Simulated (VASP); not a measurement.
SnSe: single point with LDA

The system is SnSe, a slab with vacuum.

```
Sn Se
1.0
     4.18990    0.00000    0.00000
     0.00000    4.18990    0.00000
     0.00000    0.00000   10.97962
Sn Se
2 2
Direct
  0.50000 0.00000 0.37816
  0.00000 0.50000 0.62184
  0.50000 0.00000 0.61267
  0.00000 0.50000 0.37822
```

This cell differs from its parent crystal: atom 3 (Se) moved +0.100 Å towards its neighbour atom 1 (Sn) at 2.675 Å.

```json
{
  "Program": "VASP 6.6.1",
  "Task": "single point",
  "Functional": "LDA",
  "Potentials or basis": "VASP PAW LDA potentials, release 64 (Sn_d, Se)",
  "Cutoff": "500 eV",
  "k mesh": "6 × 6 × 4",
  "Occupations": "gaussian, width 0.05 eV",
  "Spin": "no spin polarisation",
  "Dipole correction": "no",
  "Further INCAR settings": "ALGO = Normal; EDIFF = 1e-06; NBANDS = 28"
}
```

The largest force is 0.748 eV/Å and the band gap on the k mesh is 1.38 eV, direct.

Forces on the atoms (eV/Å):
```
Sn   0.000  0.000 -0.708
Sn   0.000  0.000 -0.070
Se   0.000  0.000  0.748
Se   0.000  0.000  0.030
```

Levels at points of the mesh, in eV from the valence-band top:
```
           k point  band 16  band 17  band 18  band 19  band 20  band 21  band 22  band 23  band 24  band 25
(0.00, 0.00, 0.00)    -3.37    -3.37    -1.96    -1.96    -0.44     1.55     3.48     3.73     4.57     4.57
(0.50, 0.00, 0.00)    -2.48    -1.82    -1.64    -0.36    -0.10     1.47     1.56     1.89     2.04     2.89
(0.50, 0.50, 0.00)    -5.28    -3.61    -3.61    -1.85    -1.83     3.52     3.91     4.45     4.45     5.28
(0.00, 0.00, 0.50)    -3.37    -3.37    -1.96    -1.96    -0.44     1.41     3.48     4.56     4.56     4.79
(0.50, 0.00, 0.50)    -2.47    -1.82    -1.64    -0.36    -0.10     1.48     1.56     1.89     2.04     2.83
(0.50, 0.50, 0.50)    -5.28    -3.61    -3.61    -1.85    -1.83     3.49     3.88     4.49     4.49     5.24
```

Wall time 93 s on 1 thread of Intel(R) Xeon(R) 6975P-C (Granite Rapids), with other jobs on the host, peak memory 0.29 GiB.

Caveat: the cell differs from its parent crystal (atom 3 (Se) moved +0.100 Å towards its neighbour atom 1 (Sn) at 2.675 Å); spin-orbit coupling is left out, which moves the levels of the heavy elements.
